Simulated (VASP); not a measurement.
# Al (P6_3/mmc) in VASP: further runs

Runs on Al. Level: PBE+D3(BJ). Tasks: single point, relaxation of cell and atoms.

Program: VASP 6.6.1. These are calculated values, not measurements. Logs are shortened: lines on timing, memory, paths and dates and some standing lists are left out, and cuts for length are marked.

## (1) The cell of the first run

It takes space group P6_3/mmc (No. 194, hexagonal). The conventional cell has a = 2.792 Å, b = 2.792 Å, c = 4.657 Å, α = 90.00°, β = 90.00°, γ = 120.00°. Al (site symmetry -6m2) has 12 Al at 2.79 to 2.83 Å within 3.7 Å.

This isn't the form of Al at room conditions, which is fcc.

## (2) Single point, PBE+D3(BJ)

The input, INCAR:

```
SYSTEM = Al
PREC = Accurate
ENCUT = 520
EDIFF = 1E-7
ISMEAR = 0
SIGMA = 0.1
LREAL = .False.
LASPH = .True.
NELM = 80
ALGO = Fast
ISIF = 2
LWAVE = .False.
LCHARG = .True.
GGA = PE
IVDW = 12
LELF = .True.
LVHAR = .True.
NBANDS = 10
```

The input, KPOINTS:

```
Automatic mesh
0
Gamma
  18 18 10
  0 0 0
```

The input, POSCAR:

```
Al
1.0
    2.7924160725      0.0000000000      0.0000000000
   -1.3962080363      2.4183032568      0.0000000000
    0.0000000000      0.0000000000      4.6572662577
Al
2
Direct
    0.6666666667      0.3333333333      0.7500000000
    0.3333333333      0.6666666667      0.2500000000
```

Potentials or basis: VASP PAW PBE potentials, release 64 (Al).

The run is started by

```
cat potpaw_PBE.64/Al/POTCAR > POTCAR
mpirun -np 1 vasp_std > vasp.out
```

OUTCAR:

```text
SYSTEM = Al
   PREC = Accurate
   ENCUT = 520
   EDIFF = 1E-7
   ISMEAR = 0
   LREAL = .False.
   LASPH = .True.
   NELM = 80
   ISIF = 2
   GGA = PE
   IVDW = 12
 IVDW          = 12

 ion  position               nearest neighbor table
   1  0.667  0.333  0.750-   2 2.83   2 2.83   2 2.83   2 2.83   2 2.83   2 2.83
   2  0.333  0.667  0.250-   1 2.83   1 2.83   1 2.83   1 2.83   1 2.83   1 2.83

  LATTYP: Found a hexagonal cell.
 ALAT       =     2.7924160725
 C/A-ratio  =     1.6678267625

  Lattice vectors:

 A1 = (   2.7924160725,   0.0000000000,   0.0000000000)
 A2 = (  -1.3962080363,   2.4183032568,   0.0000000000)
 A3 = (   0.0000000000,   0.0000000000,   4.6572662577)

Analysis of symmetry for initial positions (statically):
=====================================================================
 Subroutine PRICEL returns:
 Original cell was already a primitive cell.

 Routine SETGRP: Setting up the symmetry group for a
 hexagonal supercell.

 Subroutine GETGRP returns: Found 24 space group operations
 (whereof 12 operations were pure point group operations)
 out of a pool of 24 trial point group operations.

The static configuration has the point symmetry D_3d.
 The point group associated with its full space group is D_6h.

Analysis of symmetry for dynamics (positions and initial velocities):
=====================================================================
 Subroutine PRICEL returns:
 Original cell was already a primitive cell.

 Routine SETGRP: Setting up the symmetry group for a
 hexagonal supercell.

 Subroutine GETGRP returns: Found 24 space group operations
 (whereof 12 operations were pure point group operations)
 out of a pool of 24 trial point group operations.

The dynamic configuration has the point symmetry D_3d.
 The point group associated with its full space group is D_6h.

 Subroutine INISYM returns: Found 24 space group operations
 (whereof 12 operations are pure point group operations),
 and found     1 'primitive' translations

----------------------------------------------------------------------------------------

                                     Primitive cell

  volume of cell :      31.4501

  direct lattice vectors                    reciprocal lattice vectors
     2.792416073  0.000000000  0.000000000     0.358112822  0.206756534  0.000000000
    -1.396208036  2.418303257  0.000000000     0.000000000  0.413513068  0.000000000
     0.000000000  0.000000000  4.657266258     0.000000000  0.000000000  0.214718237

  length of vectors
     2.792416073  2.792416073  4.657266258     0.413513068  0.413513068  0.214718237

  position of ions in fractional coordinates (direct lattice)
[... 91 lines left out ...]
   NUPDOWN=      -1.0000    fix difference up-down
   EMIN   =  10.00;   EMAX   =-10.00  energy-range for DOS
   EFERMI =   0.00;   METHOD = LEGACY
   ISMEAR =     0;   SIGMA  =   0.10  broadening in eV -4-tet -1-fermi 0-gaus
   EFERMI_NEDOS =   21; number of points for ismear=-14 and -15
   IALGO  =     68    algorithm
   IMIX   =      4    mixing-type and parameters
     AMIX     =   0.40;   BMIX     =  1.00
     AMIX_MAG =   1.60;   BMIX_MAG =  1.00
  volume/ion in A,a.u.               =      15.73       106.12
  Fermi-wavevector in a.u.,A,eV,Ry     =   0.942435  1.780943 12.084465  0.888183
  Thomas-Fermi vector in A             =   2.070044
   LORBIT       =      0    0 simple, 1 ext, 2 COOP (PROOUT), +10 PAW based schemes
   GGA     = PE    functional components
   LHFCALC =     F    Hartree Fock is set to
   AEXX    =    0.0000 exact exchange contribution
   IVDW    =    12    specifies the selected vdW correction
   LEPSILON=     F    determine dielectric tensor
   LRPA    =     F    only Hartree local field effects (RPA)
 non-spin polarized calculation
 RMM-DIIS sequential band-by-band and
 Gauss-broadening in eV      SIGMA  =   0.10
  energy-cutoff  :      520.00
  volume of cell :       31.45
 maximum number of plane-waves:       859
 NGX is ok and might be reduce to    24
   NGX = 11   NGY = 11   NGZ = 17

 number of electron       6.0000000 magnetization

 Free energy of the ion-electron system (eV)
  ---------------------------------------------------
  ext. energy  EPLUGINS =         0.00000000
  ---------------------------------------------------
  free energy    TOTEN  =        -7.39907839 eV

  energy without entropy =       -7.39417547  energy(sigma->0) =       -7.39662693

 E-fermi :   8.5043     XC(G=0): -10.3734

 val. band max:        8.4783397505   @ k =   0.3889   0.1667   0.2000
 cond. band min:       8.5134980813   @ k =   0.3333   0.2778   0.5000
 fundamental gap:      0.0351583308
 Fermi energy:         8.5043370229

 k-point     1 :       0.0000    0.0000    0.0000
  band No.  band energies     occupation
      1      -2.9627      2.00000
      2       3.6123      2.00000
      3       3.7985      2.00000
      4      19.8426      0.00000
      5      19.8426      0.00000
      6      20.0404      0.00000
      7      20.0404      0.00000
      8      20.5718      0.00000
      9      22.7615      0.00000
     10      23.3066      0.00000
[... 287 lines left out ...]
 k-point    24 :       0.3889    0.1111    0.0000
  band No.  band energies     occupation
      1       2.1651      2.00000
      2       4.8081      2.00000
      3       8.4292      1.71188
      4       8.8304      0.00000
      5      10.8477      0.00000
      6      11.1683      0.00000
      7      12.5776      0.00000
      8      17.7586      0.00000
      9      18.0232      0.00000
     10      19.5133      0.00000

 [... further k-points ...]

------------------------ aborting loop because EDIFF is reached ----------------------------------------

 Edisp (eV)   -0.70709

 E8    (eV) :    -0.3164

  FORCE on cell =-STRESS in cart. coord.  units (eV):
  Direction    XX          YY          ZZ          XY          YZ          ZX
  --------------------------------------------------------------------------------------
  -------------------------------------------------------------------------------------
  Total       0.19214     0.19214     0.19740    -0.00000    -0.00000     0.00000
  in kB       9.78821     9.78821    10.05634    -0.00000    -0.00000     0.00000
  external pressure =        9.88 kB  Pullay stress =        0.00 kB

 VOLUME and BASIS-vectors are now :
 -----------------------------------------------------------------------------
  energy-cutoff  :      520.00
  volume of cell :       31.45
      direct lattice vectors                 reciprocal lattice vectors
     2.792416073  0.000000000  0.000000000     0.358112822  0.206756534  0.000000000
    -1.396208036  2.418303257  0.000000000     0.000000000  0.413513068  0.000000000
     0.000000000  0.000000000  4.657266258     0.000000000  0.000000000  0.214718237

 POSITION                                       TOTAL-FORCE (eV/Angst)
 -----------------------------------------------------------------------------------
      1.39621      0.80610      3.49295         0.000000     -0.000000      0.000000
     -0.00000      1.61220      1.16432        -0.000000      0.000000      0.000000
 -----------------------------------------------------------------------------------
    total drift:                               -0.000000      0.000000     -0.000000

  FREE ENERGIE OF THE ION-ELECTRON SYSTEM (eV)
  ---------------------------------------------------
  free  energy   TOTEN  =        -8.1061678407 eV

  energy  without entropy=       -8.1012649164  energy(sigma->0) =       -8.10371638
```

Run time: 87 s. Hardware: 1 thread of Intel Xeon Platinum 8175M at 2.50GHz (Skylake/Cascade Lake), shared host; peak memory 0.19 GiB.

Results:

```yaml
Free_energy: -8.1062 eV
Pressure: 1.0 GPa
Band_gap_on_the_k_mesh: zero (bands 3 and 4 overlap by 7.28 eV)
Dispersion_energy_per_atom: -0.354 eV
```

## (3) Single point, PBE+D3(BJ)

This run uses another cell than the first one, of 16.12 Å³/atom.

The input, INCAR:

```
  PREC = Accurate
  ENCUT = 520
  EDIFF = 1E-6
  ISMEAR = 0
  SIGMA = 0.1
  LREAL = F
  LASPH = T
  NELM = 100
  ALGO = Normal
  ISIF = 2
  LWAVE = F
  LCHARG = F
  GGA = PE
  IVDW = 12
  NBANDS = 10
```

The input, KPOINTS:

```
regular mesh
0
Gamma
  18 18 10
```

The input, POSCAR:

```
Al
1.0
    2.8151780395      0.0000000000      0.0000000000
   -1.4075890197      2.4380156984      0.0000000000
    0.0000000000      0.0000000000      4.6962412569
Al
2
Direct
    0.6666666667      0.3333333333      0.7500000000
    0.3333333333      0.6666666667      0.2500000000
```

Potentials or basis: VASP PAW PBE potentials, release 64 (Al).

The run is started by

```
cat potpaw_PBE.64/Al/POTCAR > POTCAR
mpirun -np 1 vasp_std > vasp.out
```

OUTCAR:

```text
PREC = Accurate
   ENCUT = 520
   EDIFF = 1E-6
   ISMEAR = 0
   LREAL = F
   LASPH = T
   NELM = 100
   ISIF = 2
   GGA = PE
   IVDW = 12
 IVDW          = 12

 ion  position               nearest neighbor table
   1  0.667  0.333  0.750-   2 2.86   2 2.86   2 2.86   2 2.86   2 2.86   2 2.86
   2  0.333  0.667  0.250-   1 2.86   1 2.86   1 2.86   1 2.86   1 2.86   1 2.86

  LATTYP: Found a hexagonal cell.
 ALAT       =     2.8151780395
 C/A-ratio  =     1.6681862358

  Lattice vectors:

[... 503 lines left out ...]

 Edisp (eV)   -0.68923

 E8    (eV) :    -0.3083

  FORCE on cell =-STRESS in cart. coord.  units (eV):
  Direction    XX          YY          ZZ          XY          YZ          ZX
  --------------------------------------------------------------------------------------
  -------------------------------------------------------------------------------------
  Total      -0.21126    -0.21126    -0.20847    -0.00000    -0.00000     0.00000
  in kB     -10.50092   -10.50092   -10.36229    -0.00000    -0.00000     0.00000
  external pressure =      -10.45 kB  Pullay stress =        0.00 kB

 VOLUME and BASIS-vectors are now :
 -----------------------------------------------------------------------------
  energy-cutoff  :      520.00
  volume of cell :       32.23
      direct lattice vectors                 reciprocal lattice vectors
     2.815178040  0.000000000  0.000000000     0.355217321  0.205084816  0.000000000
    -1.407589020  2.438015698  0.000000000     0.000000000  0.410169631  0.000000000
     0.000000000  0.000000000  4.696241257     0.000000000  0.000000000  0.212936250

 POSITION                                       TOTAL-FORCE (eV/Angst)
 -----------------------------------------------------------------------------------
      1.40759      0.81267      3.52218        -0.000000      0.000000      0.000000
     -0.00000      1.62534      1.17406         0.000000     -0.000000     -0.000000
 -----------------------------------------------------------------------------------
    total drift:                                0.000000     -0.000000     -0.000000

  FREE ENERGIE OF THE ION-ELECTRON SYSTEM (eV)
  ---------------------------------------------------
  free  energy   TOTEN  =        -8.1059409840 eV

  energy  without entropy=       -8.1008582450  energy(sigma->0) =       -8.10339961
```

OSZICAR:

```text
N       E                     dE             d eps       ncg     rms          rms(c)
DAV:   1    -0.112314879127E+00   -0.11231E+00   -0.23327E+03  4440   0.474E+02
DAV:   2    -0.729945152257E+01   -0.71871E+01   -0.69301E+01  5930   0.554E+01
DAV:   3    -0.746542170830E+01   -0.16597E+00   -0.16443E+00  5770   0.663E+00
DAV:   4    -0.746611497574E+01   -0.69327E-03   -0.69311E-03  5390   0.484E-01
DAV:   5    -0.746612060439E+01   -0.56286E-05   -0.56292E-05  5338   0.445E-02    0.187E+00
DAV:   6    -0.743727229515E+01    0.28848E-01   -0.31166E-03  4970   0.306E-01    0.108E+00
DAV:   7    -0.741680139996E+01    0.20471E-01   -0.89306E-03  4740   0.480E-01    0.177E-01
DAV:   8    -0.741671203000E+01    0.89370E-04   -0.83990E-05  6322   0.545E-02    0.212E-02
DAV:   9    -0.741670842555E+01    0.36044E-05   -0.15072E-06  5188   0.650E-03    0.172E-03
DAV:  10    -0.741670743493E+01    0.99061E-06   -0.19100E-08  2784   0.903E-04
   1 F= -.81059410E+01 E0= -.81033996E+01  d E =-.508274E-02
```

stdout:

```text
POSCAR found type information on POSCAR Al
 POSCAR found :  1 types and       2 ions
 scaLAPACK will be used
 LDA part: xc-table for (Slater+PW92), standard interpolation
 POSCAR, INCAR and KPOINTS ok, starting setup
 FFT: planning ... GRIDC
 FFT: planning ... GRID_SOFT
 FFT: planning ... GRID
 WAVECAR not read
 entering main loop
```

Run time: 70 s. Hardware: 1 thread of Intel Xeon Platinum 8175M at 2.50GHz (Skylake/Cascade Lake), shared host; peak memory 0.2 GiB.

What came out:

- Free energy: -8.1059 eV
- Pressure: -1.0 GPa
- Band gap on the k mesh: zero (bands 3 and 4 overlap by 7.21 eV)
- Dispersion energy per atom: -0.345 eV

## (4) Relaxation of cell and atoms, PBE+D3(BJ), target pressure 90 GPa, at which the enthalpy is minimised

This run uses another cell than the first one, of 10.77 Å³/atom.

The input, INCAR:

```
SYSTEM = Al
  PREC = Accurate
  ENCUT = 600
  EDIFF = 1E-6
  ISMEAR = 0
  SIGMA = 0.1
  LREAL = .FALSE.
  LASPH = .TRUE.
  NELM = 60
  ALGO = Fast
  ISIF = 3
  LWAVE = .FALSE.
  LCHARG = .FALSE.
  GGA = PE
  IVDW = 12
  IBRION = 2
  NSW = 70
  EDIFFG = -0.008
  PSTRESS = 900.0
```

The input, KPOINTS:

```
Automatic mesh
0
G
  21 21 10
  0 0 0
```

The input, POSCAR:

```
Al
1.0
    2.4788225142      0.0000000000      0.0000000000
   -1.2394112571      2.1467232688      0.0000000000
    0.0000000000      0.0000000000      4.0460233784
Al
2
Direct
    0.6666666667      0.3333333333      0.7500000000
    0.3333333333      0.6666666667      0.2500000000
```

The run is started by

```
cat potpaw_PBE.64/Al/POTCAR > POTCAR
mpirun -np 1 vasp_std > vasp.out
```

It took 2.7 min on 1 thread of Intel Xeon Platinum 8175M at 2.50GHz (Skylake/Cascade Lake), shared host; peak memory 0.19 GiB.

It converged, with:

```yaml
Free_energy: -5.9461 eV
Relaxed_volume: 10.31 Å³/atom
Relaxed_cell: a = 2.446 Å, b = 2.446 Å, c = 3.980 Å, α = 90.00°, β = 90.00°, γ = 120.00°
Space_group_after_relaxing_to_0.1_Å: P6_3/mmc (No. 194)
Energy_change_on_relaxing_the_run_minimises_the_enthalpy: +233.1 meV/atom
Ionic_steps: 9
Pressure_after_relaxing: 90.0 GPa
Band_gap_on_the_k_mesh: zero (bands 3 and 4 overlap by 9.04 eV)
Dispersion_energy_per_atom: -0.548 eV
```

Step by step:
| step | energy change (eV) | largest force (eV/Å) | pressure (GPa) | volume (Å³) |
| --- | --- | --- | --- | --- |
| 1 | 0.0000 | 0.0000 | 74.15 | 21.53 |
| 2 | 2.0694 | 0.0000 | 143.72 | 18.38 |
| 3 | 0.4441 | 0.0000 | 89.26 | 20.66 |
| 4 | 0.4645 | 0.0000 | 89.95 | 20.62 |
| 5 | 0.4746 | 0.0000 | 90.29 | 20.60 |
| 6 | 0.4475 | 0.0000 | 89.37 | 20.65 |
| 7 | 0.4598 | 0.0000 | 89.79 | 20.63 |
| 8 | 0.4733 | 0.0000 | 90.24 | 20.60 |
| 9 | 0.4663 | 0.0000 | 90.00 | 20.62 |

Final structure:
```
Al
1.0
     2.44562    0.00000    0.00000
    -1.22281    2.11797    0.00000
     0.00000    0.00000    3.98033
Al
2
Direct
  0.66667 0.33333 0.75000
  0.33333 0.66667 0.25000
```

Levels at points of the mesh, in eV from the Fermi level:
```csv
k point,band 1,band 2,band 3,band 4,band 5,band 6
"(0.00, 0.00, 0.00)",-14.74,-6.53,-5.06,13.75,13.75,14.84
"(0.00, 0.00, 0.50)",-12.44,-12.44,4.58,4.58,14.68,14.68
```

Caveat: the cell is relaxed towards a set pressure, so the run minimises the enthalpy, not the energy.

## (5) Relaxation of cell and atoms, PBE+D3(BJ), target pressure 12 GPa, at which the enthalpy is minimised

This run uses another cell than the first one, of 14.16 Å³/atom.

The input, INCAR:

```
PREC = Accurate
ENCUT = 600
EDIFF = 1E-6
ISMEAR = 0
SIGMA = 0.1
LREAL = False
LASPH = True
NELM = 80
ALGO = Normal
ISIF = 3
LWAVE = False
LCHARG = False
GGA = PE
IVDW = 12
IBRION = 2
NSW = 70
EDIFFG = -0.008
PSTRESS = 120.0
```

The input, KPOINTS:

```
Automatic mesh
0
Gamma
  18 18 10
```

The input, POSCAR:

```
Al
1.0
    2.6967678838      0.0000000000      0.0000000000
   -1.3483839419      2.3354694955      0.0000000000
    0.0000000000      0.0000000000      4.4964458968
Al
2
Direct
    0.6666666667      0.3333333333      0.7500000000
    0.3333333333      0.6666666667      0.2500000000
```

The run is started by

```
cat potpaw_PBE.64/Al/POTCAR > POTCAR
mpirun -np 1 vasp_std > vasp.out
```

It took 4.8 min on 1 thread of Intel Xeon Platinum 8175M at 2.50GHz (Skylake/Cascade Lake), shared host; peak memory 0.19 GiB.

The run converged. Its results:

```yaml
Free_energy: -7.9925 eV
Relaxed_volume: 14.20 Å³/atom
Relaxed_cell: a = 2.723 Å, b = 2.723 Å, c = 4.424 Å, α = 90.00°, β = 90.00°, γ = 120.00°
Space_group_after_relaxing_to_0.1_Å: P6_3/mmc (No. 194)
Energy_change_on_relaxing_the_run_minimises_the_enthalpy: -4.0 meV/atom
Ionic_steps: 16
Pressure_after_relaxing: 12.0 GPa
Band_gap_on_the_k_mesh: zero (bands 3 and 4 overlap by 7.92 eV)
Dispersion_energy_per_atom: -0.393 eV
```

The path:
```tsv
step	energy change (eV)	largest force (eV/Å)	pressure (GPa)	volume (Å³)
1	0.0000	0.0000	12.50	28.32
2	-0.0138	0.0000	11.63	28.50
3	-0.0100	0.0000	11.87	28.45
4	-0.0085	0.0000	11.95	28.43
5	-0.0063	0.0000	12.08	28.40
6	-0.0019	0.0000	12.34	28.34
7	0.0072	0.0000	12.92	28.22
8	0.0012	0.0000	12.53	28.29
9	0.0041	0.0000	12.72	28.26
10	0.0041	0.0000	12.72	28.26
11	0.0040	0.0000	12.72	28.26
12	0.0039	0.0000	12.72	28.26
13	0.0028	0.0000	12.66	28.27
14	-0.0002	0.0000	12.48	28.31
15	-0.0062	0.0000	12.11	28.39
16	-0.0080	0.0000	12.01	28.41
```

Final structure:
```yaml
crystal:
  lattice:
    - [2.72294, 0.00000, 0.00000]
    - [-1.36147, 2.35814, 0.00000]
    - [0.00000, 0.00000, 4.42449]
  atoms:
    - { symbol: Al, position: [0.66667, 0.33333, 0.75000] }
    - { symbol: Al, position: [0.33333, 0.66667, 0.25000] }
```

Levels at points of the mesh, in eV from the Fermi level:
| k point | band 1 | band 2 | band 3 | band 4 | band 5 | band 6 | band 7 |
| --- | --- | --- | --- | --- | --- | --- | --- |
| (0.00, 0.00, 0.00) | -12.23 | -5.18 | -4.55 | 11.75 | 11.75 | 11.76 | 11.76 |
| (0.50, 0.00, 0.00) | -5.77 | -5.76 | 0.60 | 1.30 | 1.47 | 2.12 | 6.26 |
| (0.00, 0.00, 0.50) | -10.35 | -10.35 | 3.85 | 3.85 | 12.66 | 12.66 | 12.66 |
| (0.50, 0.00, 0.50) | -4.43 | -4.43 | -3.42 | -3.42 | 7.83 | 7.92 | 7.92 |

Caveat: the cell is relaxed towards a set pressure, so the run minimises the enthalpy, not the energy.

[end of part 1 of 2]
